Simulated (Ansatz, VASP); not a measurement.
# One calculation of W, two programs

```
W
1.0
    -1.57727    1.57727    1.57727
     1.57727   -1.57727    1.57727
     1.57727    1.57727   -1.57727
W
1
Direct
  0.00000 0.00000 0.00000
```

Alike in both runs: task single point; functional PBEsol; k mesh 28 × 28 × 28; occupations gaussian, width 0.1 eV; no spin polarisation.

|  | VASP | Ansatz |
| --- | --- | --- |
| version | VASP 6.6.1 | Ansatz 0.2.0 |
| potentials or method | VASP PAW PBE potentials, release 64 (W_sv), cutoff 520 eV | scalar-relativistic, plane waves, PAW |
| valence electrons in the cell | 14 | 14 |

```tsv
	VASP	Ansatz	Ansatz less VASP
gap on the k mesh at the Fermi level (eV)	none	none	-
pressure (GPa)	0.5	-0.1	-0.57
```

VASP's potentials were made for PBE, not for PBEsol, and Ansatz warns of the same on its side. A gap of «none» marks a metal or a gap that the smearing closes.

Spin-orbit coupling is off throughout.
